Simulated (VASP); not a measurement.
# CoSi2 (Fm-3m) in VASP: notebook

CoSi2 is run at these levels: r2SCAN; tasks: single point.

Everything below comes from runs of VASP 6.6.1. Logs are shortened: lines on timing, memory, paths and dates and some standing lists are left out, and cuts for length are marked.

**1. The cell of the first run**

Symmetry: Fm-3m, No. 225, cubic system. Conventional cell: a = 5.303 Å, b = 5.303 Å, c = 5.303 Å, α = 90.00°, β = 90.00°, γ = 90.00°. Within 3.0 Å of Co (site symmetry m-3m) lie 8 Si at 2.30 Å. Si (site symmetry -43m) has 4 Co at 2.30 Å and 6 Si at 2.65 Å within 3.0 Å.

**2. Single point, r2SCAN, collinear spin (12.42 Å³/atom)**

POSCAR

```
CoSi2
1.0
    0.0000000000      2.6512630618      2.6512630618
    2.6512630618      0.0000000000      2.6512630618
    2.6512630618      2.6512630618      0.0000000000
Co Si
1 2
Direct
    0.0000000000      0.0000000000      0.0000000000
    0.2500000000      0.2500000000      0.2500000000
    0.7500000000      0.7500000000      0.7500000000
```

INCAR.step1

```
ALGO     = Normal         # electronic algorithm
EDIFF    = 1E-4           # SCF threshold, eV
ENCUT    = 520            # plane-wave cutoff, eV
GGA      = PE             # functional
ISMEAR   = 0              # smearing method
ISPIN    = 2              # spin polarisation
LASPH    = T              # aspherical terms in the spheres
LCHARG   = F              # write CHGCAR
LMAXMIX  = 4              # l up to which the mixer works
LREAL    = F              # projectors in reciprocal space
LWAVE    = T              # write WAVECAR
MAGMOM   = 0.05 0 0       # initial moments
NBANDS   = 20             # bands
NELM     = 150            # most SCF steps
PREC     = Accurate       # precision mode
SIGMA    = 0.05           # smearing width, eV
```

INCAR.step2

```
ALGO     = Normal         # electronic algorithm
EDIFF    = 1E-6           # SCF threshold, eV
ENCUT    = 520            # plane-wave cutoff, eV
ISIF     = 2              # what is computed and relaxed
ISMEAR   = 0              # smearing method
ISPIN    = 2              # spin polarisation
ISTART   = 1            
LASPH    = T              # aspherical terms in the spheres
LCHARG   = F              # write CHGCAR
LMAXMIX  = 4              # l up to which the mixer works
LMIXTAU  = T            
LORBIT   = 11             # projections on sites
LREAL    = F              # projectors in reciprocal space
LWAVE    = F              # write WAVECAR
MAGMOM   = 0.05 0 0       # initial moments
METAGGA  = R2SCAN         # meta-GGA
NBANDS   = 20             # bands
NELM     = 150            # most SCF steps
PREC     = Accurate       # precision mode
SIGMA    = 0.05           # smearing width, eV
```

KPOINTS

```
k-points
0
Gamma
  12 12 12
```

Potentials or basis: VASP PAW PBE potentials, release 64 (Co, Si).

Launch:

```
$ cat potpaw_PBE.64/Co/POTCAR potpaw_PBE.64/Si/POTCAR > POTCAR
$ cp INCAR.step1 INCAR
$ mpirun -np 1 vasp_std > vasp.out
$ cp INCAR.step2 INCAR
$ mpirun -np 1 vasp_std > vasp.out
```

OUTCAR:

```text
EDIFF = 1E-6
   ENCUT = 520
   ISIF = 2
   ISMEAR = 0
   ISPIN = 2
   ISTART = 1
   LASPH = T
   LORBIT = 11
   LREAL = F
   METAGGA = R2SCAN
   NELM = 150
   PREC = Accurate

 ion  position               nearest neighbor table
   1  0.000  0.000  0.000-   3 2.30   3 2.30   3 2.30   2 2.30   3 2.30   2 2.30   2 2.30   2 2.30

   2  0.250  0.250  0.250-   1 2.30   1 2.30   1 2.30   1 2.30   3 2.65   3 2.65   3 2.65   3 2.65
                             3 2.65   3 2.65
   3  0.750  0.750  0.750-   1 2.30   1 2.30   1 2.30   1 2.30   2 2.65   2 2.65   2 2.65   2 2.65
                             2 2.65   2 2.65

  LATTYP: Found a face centered cubic cell.
 ALAT       =     5.3025261236

  Lattice vectors:

 A1 = (   0.0000000000,   2.6512630618,   2.6512630618)
 A2 = (   2.6512630618,   0.0000000000,   2.6512630618)
 A3 = (   2.6512630618,   2.6512630618,   0.0000000000)

Analysis of symmetry for initial positions (statically):
=====================================================================
 Subroutine PRICEL returns:
 Original cell was already a primitive cell.

 Routine SETGRP: Setting up the symmetry group for a
 face centered cubic supercell.

 Subroutine GETGRP returns: Found 48 space group operations
 (whereof 48 operations were pure point group operations)
 out of a pool of 48 trial point group operations.

The static configuration has the point symmetry O_h .

Analysis of symmetry for dynamics (positions and initial velocities):
=====================================================================
 Subroutine PRICEL returns:
 Original cell was already a primitive cell.

 Routine SETGRP: Setting up the symmetry group for a
 face centered cubic supercell.

 Subroutine GETGRP returns: Found 48 space group operations
 (whereof 48 operations were pure point group operations)
 out of a pool of 48 trial point group operations.

The dynamic configuration has the point symmetry O_h .

Analysis of structural, dynamic, and magnetic symmetry:
=====================================================================
 Subroutine PRICEL returns:
 Original cell was already a primitive cell.

 Routine SETGRP: Setting up the symmetry group for a
 face centered cubic supercell.

 Subroutine GETGRP returns: Found 48 space group operations
 (whereof 48 operations were pure point group operations)
 out of a pool of 48 trial point group operations.

The overall configuration has the point symmetry O_h .

 Subroutine INISYM returns: Found 48 space group operations
 (whereof 48 operations are pure point group operations),
 and found     1 'primitive' translations

----------------------------------------------------------------------------------------

                                     Primitive cell

  volume of cell :      37.2725

  direct lattice vectors                    reciprocal lattice vectors
     0.000000000  2.651263062  2.651263062    -0.188589358  0.188589358  0.188589358
     2.651263062  0.000000000  2.651263062     0.188589358 -0.188589358  0.188589358
     2.651263062  2.651263062  0.000000000     0.188589358  0.188589358 -0.188589358

  length of vectors
     3.749452179  3.749452179  3.749452179     0.326646351  0.326646351  0.326646351

  position of ions in fractional coordinates (direct lattice)
     0.000000000  0.000000000  0.000000000
     0.250000000  0.250000000  0.250000000
     0.750000000  0.750000000  0.750000000

  ion indices of the primitive-cell ions
   primitive index   ion index
                 1           1
                 2           2
                 3           3

----------------------------------------------------------------------------------------

 KPOINTS: k-points

Automatic generation of k-mesh.
 Grid dimensions read from file:
 generate k-points for:   12   12   12

 Generating k-lattice:

  Cartesian coordinates                     Fractional coordinates (reciprocal lattice)
    -0.015715780  0.015715780  0.015715780     0.083333333  0.000000000  0.000000000
     0.015715780 -0.015715780  0.015715780     0.000000000  0.083333333  0.000000000
     0.015715780  0.015715780 -0.015715780     0.000000000  0.000000000  0.083333333

  Length of vectors
     0.027220529  0.027220529  0.027220529

  Shift w.r.t. Gamma in fractional coordinates (k-lattice)
     0.000000000  0.000000000  0.000000000

 Subroutine IBZKPT returns following result:
 ===========================================

 Found     72 irreducible k-points:

 Following reciprocal coordinates:
            Coordinates               Weight
  0.000000  0.000000  0.000000      1.000000
  0.083333  0.000000  0.000000      8.000000
  0.166667  0.000000  0.000000      8.000000
  0.250000  0.000000  0.000000      8.000000
  0.333333  0.000000  0.000000      8.000000
  0.416667  0.000000  0.000000      8.000000
[... 16 lines left out ...]
  0.500000  0.166667  0.000000     24.000000
 -0.416667  0.166667  0.000000     24.000000
 [... further k-points ...]
   k-points           NKPTS =     72   k-points in BZ     NKDIM =     72   number of bands    NBANDS=     20
   number of dos      NEDOS =    301   number of ions     NIONS =      3
   total plane-waves  NPLWV =  21952
   dimension x,y,z NGX =    28 NGY =   28 NGZ =   28
   dimension x,y,z NGXF=    56 NGYF=   56 NGZF=   56
   ions per type =               1   2
   NGX,Y,Z   is equivalent  to a cutoff of  12.41, 12.41, 12.41 a.u.
   NGXF,Y,Z  is equivalent  to a cutoff of  24.83, 24.83, 24.83 a.u.
 SYSTEM =  unknown system
   PREC   = accura    normal or accurate (medium, high low for compatibility)
   ISTART =      1    job   : 0-new  1-cont  2-samecut
   ICHARG =      0    charge: 1-file 2-atom 10-const
   ISPIN  =      2    spin polarized calculation?
   LNONCOLLINEAR =      F non collinear calculations
   LSORBIT =      F    spin-orbit coupling
   LASPH  =      T    aspherical Exc in radial PAW
   ENCUT  =  520.0 eV  38.22 Ry    6.18 a.u.   6.97  6.97  6.97*2*pi/ulx,y,z
   NELM   =    150;   NELMIN=  2; NELMDL=  0     # of ELM steps
   EDIFF  = 0.1E-05   stopping-criterion for ELM
   LREAL  =      F    real-space projection
   EDIFFG = 0.1E-04   stopping-criterion for IOM
   NSW    =      0    number of steps for IOM
   IBRION =     -1    ionic relax: 0-MD 1-quasi-New 2-CG
   NFREE  =      0    steps in history (QN), initial steepest desc. (CG)
   ISIF   =      2    stress and relaxation
   ISYM   =      2    0-nonsym 1-usesym 2-fastsym
   POTIM  = 0.5000    time-step for ionic-motion
   TEBEG  =    0.0;   TEEND  =   0.0 temperature during run
   PSTRESS=    0.0 pullay stress
   NELECT =      17.0000    total number of electrons
   NUPDOWN=      -1.0000    fix difference up-down
   EMIN   =  10.00;   EMAX   =-10.00  energy-range for DOS
   EFERMI =   0.00;   METHOD = LEGACY
   ISMEAR =     0;   SIGMA  =   0.05  broadening in eV -4-tet -1-fermi 0-gaus
   EFERMI_NEDOS =   21; number of points for ismear=-14 and -15
   IALGO  =     38    algorithm
   IMIX   =      4    mixing-type and parameters
     AMIX     =   0.40;   BMIX     =  1.00
     AMIX_MAG =   1.60;   BMIX_MAG =  1.00
  volume/ion in A,a.u.               =      12.42        83.84
  Fermi-wavevector in a.u.,A,eV,Ry     =   1.260168  2.381372 21.606357  1.588022
  Thomas-Fermi vector in A             =   2.393691
   LORBIT       =     11    0 simple, 1 ext, 2 COOP (PROOUT), +10 PAW based schemes
   METAGGA = R2SCAN    functional components
   LHFCALC =     F    Hartree Fock is set to
   AEXX    =    0.0000 exact exchange contribution
   IVDW    =     0    specifies the selected vdW correction
   LEPSILON=     F    determine dielectric tensor
   LRPA    =     F    only Hartree local field effects (RPA)
 spin polarized calculation
 Gauss-broadening in eV      SIGMA  =   0.05
  energy-cutoff  :      520.00
  volume of cell :       37.27
 maximum number of plane-waves:      1018
   NGX = 13   NGY = 13   NGZ = 13

 number of electron      17.0000006 magnetization       0.0000001

 number of electron      17.0000006 magnetization      -0.0000002

 Free energy of the ion-electron system (eV)
  ---------------------------------------------------
  ext. energy  EPLUGINS =         0.00000000
  ---------------------------------------------------
  free energy    TOTEN  =       -32.00814471 eV

  energy without entropy =      -32.00649582  energy(sigma->0) =      -32.00732027

 E-fermi :  10.3846     XC(G=0): -12.6934

 val. band max:       10.3749472921   @ k =   0.2500   0.1667   0.0833
 cond. band min:      10.4009506853   @ k =   0.4167   0.0833   0.0000
 fundamental gap:      0.0260033932
 Fermi energy:        10.3845903892

 spin component 1

 k-point     1 :       0.0000    0.0000    0.0000
  band No.  band energies     occupation
      1      -3.6207      1.00000
      2       6.0097      1.00000
      3       6.0097      1.00000
      4       6.0097      1.00000
      5       8.2913      1.00000
      6       8.2913      1.00000
[... 12 lines left out ...]
     19      21.9285      0.00000
     20      27.1949      0.00000

 k-point     2 :       0.0833    0.0000    0.0000
  band No.  band energies     occupation
      1      -3.5069      1.00000
      2       5.7532      1.00000
      3       6.0506      1.00000
      4       6.0506      1.00000
      5       8.2578      1.00000
      6       8.2578      1.00000
[... 498 lines left out ...]
 k-point    24 :      -0.4167    0.1667    0.0000
  band No.  band energies     occupation
      1       0.1371      1.00000
      2       1.0604      1.00000
      3       5.6088      1.00000
      4       6.6887      1.00000
      5       7.3204      1.00000
      6       8.1727      1.00000
[... 12 lines left out ...]
     19      26.3976      0.00000
     20      26.7380      0.00000

 [... further k-points ...]

 spin component 2

 k-point     1 :       0.0000    0.0000    0.0000
  band No.  band energies     occupation
      1      -3.6207      1.00000
      2       6.0097      1.00000
      3       6.0097      1.00000
      4       6.0097      1.00000
      5       8.2913      1.00000
      6       8.2913      1.00000
[... 12 lines left out ...]
     19      21.9285      0.00000
     20      27.1949      0.00000

 k-point     2 :       0.0833    0.0000    0.0000
  band No.  band energies     occupation
      1      -3.5069      1.00000
      2       5.7532      1.00000
      3       6.0506      1.00000
      4       6.0506      1.00000
      5       8.2578      1.00000
      6       8.2578      1.00000
[... 498 lines left out ...]
 k-point    24 :      -0.4167    0.1667    0.0000
  band No.  band energies     occupation
      1       0.1371      1.00000
      2       1.0604      1.00000
      3       5.6088      1.00000
      4       6.6887      1.00000
      5       7.3204      1.00000
      6       8.1727      1.00000
[... 12 lines left out ...]
     19      26.3976      0.00000
     20      26.7380      0.00000

 [... further k-points ...]

------------------------ aborting loop because EDIFF is reached ----------------------------------------

  FORCE on cell =-STRESS in cart. coord.  units (eV):
  Direction    XX          YY          ZZ          XY          YZ          ZX
  --------------------------------------------------------------------------------------
  -------------------------------------------------------------------------------------
  Total        0.2998934      0.2998934      0.2998934     -0.0000000     -0.0000000     -0.0000000
  in kB       12.8910715     12.8910715     12.8910715     -0.0000000     -0.0000000     -0.0000000
  external PRESSURE =      12.8910715 kB  Pullay stress =       0.0000000 kB

 VOLUME and BASIS-vectors are now :
 -----------------------------------------------------------------------------
  energy-cutoff  :      520.00
  volume of cell :       37.27
      direct lattice vectors                 reciprocal lattice vectors
     0.000000000  2.651263062  2.651263062    -0.188589358  0.188589358  0.188589358
     2.651263062  0.000000000  2.651263062     0.188589358 -0.188589358  0.188589358
     2.651263062  2.651263062  0.000000000     0.188589358  0.188589358 -0.188589358

 POSITION                                       TOTAL-FORCE (eV/Angst)
 -----------------------------------------------------------------------------------
      0.00000      0.00000      0.00000        -0.000000     -0.000000     -0.000000
      1.32563      1.32563      1.32563         0.000000      0.000000      0.000000
      3.97689      3.97689      3.97689        -0.000000     -0.000000      0.000000
 -----------------------------------------------------------------------------------
    total drift:                               -0.000000     -0.000000      0.000000

  FREE ENERGIE OF THE ION-ELECTRON SYSTEM (eV)
  ---------------------------------------------------
  free  energy   TOTEN  =       -32.0081447100 eV

  energy  without entropy=      -32.0064958249  energy(sigma->0) =      -32.00732027

 total charge

# of ion       s       p       d       tot
------------------------------------------
    1        0.579   0.796   7.629   9.003
    2        0.707   0.907   0.000   1.615
    3        0.707   0.907   0.000   1.615
--------------------------------------------------
tot          1.994   2.610   7.629  12.233

 magnetization (x)

# of ion       s       p       d       tot
------------------------------------------
    1       -0.000  -0.000  -0.000  -0.000
    2       -0.000   0.000   0.000  -0.000
    3       -0.000   0.000   0.000  -0.000
--------------------------------------------------
tot         -0.000  -0.000  -0.000  -0.000
```

Run time: 9.8 min. Hardware: 1 thread of Intel Xeon 8259CL, shared host; peak memory 0.24 GiB.

What came out:

```
Free energy                                           : -32.0081 eV
Pressure                                              : 1.3 GPa
Net moment                                            : 0.00 μB per cell
Valence electrons inside the program's atomic spheres : Co 9.00; Si 1.61
```

Levels at points of the mesh, in eV from the Fermi level:
Spin up:
```
           k point  band 6  band 7  band 8  band 9  band 10  band 11  band 12  band 13
(0.00, 0.00, 0.00)   -2.09    1.60    3.63    3.63     3.63     3.77     3.77     3.77
(0.50, 0.00, 0.00)   -1.74   -1.74   -0.54   -0.54     3.30     3.73     3.73     5.08
(0.50, 0.50, 0.00)   -2.07   -2.03   -2.03   -1.45     1.95     3.21     9.03    10.65
```
Spin down:
```tsv
k point	band 7	band 8	band 9	band 10	band 11	band 12
(0.00, 0.00, 0.00)	1.60	3.63	3.63	3.63	3.77	3.77
(0.50, 0.00, 0.00)	-1.74	-0.54	-0.54	3.30	3.73	3.73
(0.50, 0.50, 0.00)	-2.03	-2.03	-1.45	1.95	3.21	9.03
```

Caveat: the PAW data sets were made with another functional, which shifts forces and pressure a little.

**3. Single point, r2SCAN, collinear spin (12.51 Å³/atom)**

This run uses another cell than the first one, of 12.51 Å³/atom.

POSCAR

```
CoSi2
1.0
    0.0000000000      2.6573711548      2.6573711548
    2.6573711548      0.0000000000      2.6573711548
    2.6573711548      2.6573711548      0.0000000000
Co Si
1 2
Direct
    0.0000000000      0.0000000000      0.0000000000
    0.2500000000      0.2500000000      0.2500000000
    0.7500000000      0.7500000000      0.7500000000
```

INCAR.step1

```
SYSTEM = CoSi2
  PREC = Accurate
  ENCUT = 520
  ISMEAR = 0
  SIGMA = 0.05
  LREAL = .FALSE.
  LASPH = .TRUE.
  NELM = 150
  ISPIN = 2
  MAGMOM = 0.05 0 0
  LMAXMIX = 4
  NBANDS = 20
  GGA = PE
  ALGO = Normal
  EDIFF = 1E-4
  LWAVE = .TRUE.
  LCHARG = .FALSE.
```

INCAR.step2

```
SYSTEM = CoSi2
  PREC = Accurate
  ENCUT = 520
  EDIFF = 1E-7
  ISMEAR = 0
  SIGMA = 0.05
  LREAL = .FALSE.
  LASPH = .TRUE.
  NELM = 150
  ALGO = Normal
  ISIF = 2
  LWAVE = .FALSE.
  LCHARG = .FALSE.
  ISPIN = 2
  MAGMOM = 0.05 0 0
  LORBIT = 11
  LMAXMIX = 4
  METAGGA = R2SCAN
  LMIXTAU = .TRUE.
  NBANDS = 20
  ISTART = 1
```

KPOINTS

```
Automatic mesh
0
G
  12 12 12
  0 0 0
```

Potentials or basis: VASP PAW PBE potentials, release 64 (Co, Si).

Launch:

```
$ cat potpaw_PBE.64/Co/POTCAR potpaw_PBE.64/Si/POTCAR > POTCAR
$ cp INCAR.step1 INCAR
$ mpirun -np 1 vasp_std > vasp.out
$ cp INCAR.step2 INCAR
$ mpirun -np 1 vasp_std > vasp.out
```

Wall time 11 min (1 thread of Intel Xeon 8259CL, shared host); peak memory 0.24 GiB.

The run converged. Its results:

* Free energy: -32.0091 eV
* Pressure: -0.1 GPa
* Net moment: 0.00 μB per cell
* Valence electrons inside the program's atomic spheres: Co 8.98; Si 1.61

Levels at points of the mesh, in eV from the Fermi level:
Spin up:
| k point | band 5 | band 6 | band 7 | band 8 | band 9 | band 10 | band 11 | band 12 | band 13 | band 14 |
| --- | --- | --- | --- | --- | --- | --- | --- | --- | --- | --- |
| (0.00, 0.00, 0.00) | -2.07 | -2.07 | 1.52 | 3.63 | 3.63 | 3.63 | 3.74 | 3.74 | 3.74 | 6.28 |
| (0.50, 0.00, 0.00) | -2.24 | -1.72 | -1.72 | -0.53 | -0.53 | 3.27 | 3.71 | 3.71 | 5.01 | 11.10 |
| (0.50, 0.50, 0.00) | -3.94 | -2.05 | -2.01 | -2.01 | -1.44 | 1.92 | 3.21 | 9.03 | 10.57 | 10.57 |
Spin down:
```tsv
k point	band 7	band 8	band 9	band 10	band 11	band 12
(0.00, 0.00, 0.00)	1.52	3.63	3.63	3.63	3.74	3.74
(0.50, 0.00, 0.00)	-1.72	-0.53	-0.53	3.27	3.71	3.71
(0.50, 0.50, 0.00)	-2.01	-2.01	-1.44	1.92	3.21	9.03
```

Caveat: the PAW data sets were made with another functional, which shifts forces and pressure a little.

(Continued in part 2 of 2.)
